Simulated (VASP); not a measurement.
W: single point with PBE

System: W, a slab with vacuum.

```
CELL_PARAMETERS angstrom
2.85459 0.00000 0.00000
-1.42730 2.47215 0.00000
0.00000 0.00000 24.32307
ATOMIC_POSITIONS crystal
W 0.66667 0.33333 0.30835
W 0.33333 0.66667 0.40417
W 0.00000 0.00000 0.50000
W 0.66667 0.33333 0.59583
W 0.33333 0.66667 0.69165
```

- Program: VASP 6.6.1
- Task: single point
- Functional: PBE
- Potentials or basis: VASP PAW PBE potentials, release 64 (W_sv)
- Cutoff: 520 eV
- k mesh: 12 × 12 × 1
- Occupations: methfessel-paxton, width 0.2 eV
- Spin: no spin polarisation

The largest force is 0.217 eV/Å and the band gap on the k mesh is zero (bands 35 and 36 overlap by 1.33 eV).

Forces on the atoms (eV/Å):
```
W    0.000  0.000 -0.217
W    0.000  0.000  0.197
W    0.000  0.000  0.000
W    0.000  0.000 -0.197
W    0.000  0.000  0.217
```

Levels at points of the mesh, in eV from the Fermi level:
```
           k point  band 31  band 32  band 33  band 34  band 35  band 36  band 37  band 38  band 39  band 40
(0.00, 0.00, 0.00)    -0.70    -0.43    -0.43    -0.40    -0.40    -0.06    -0.06     0.00     0.00     0.03
(0.50, 0.00, 0.00)    -0.69    -0.53    -0.36     0.29     0.63     1.35     1.60     1.86     3.12     3.42
```

Run time: 2.3 min on 1 thread of Intel(R) Xeon(R) 6975P-C (Granite Rapids) (shared host), peak memory 0.36 GiB.

Caveat: spin-orbit coupling is left out, which moves the levels of the heavy elements.
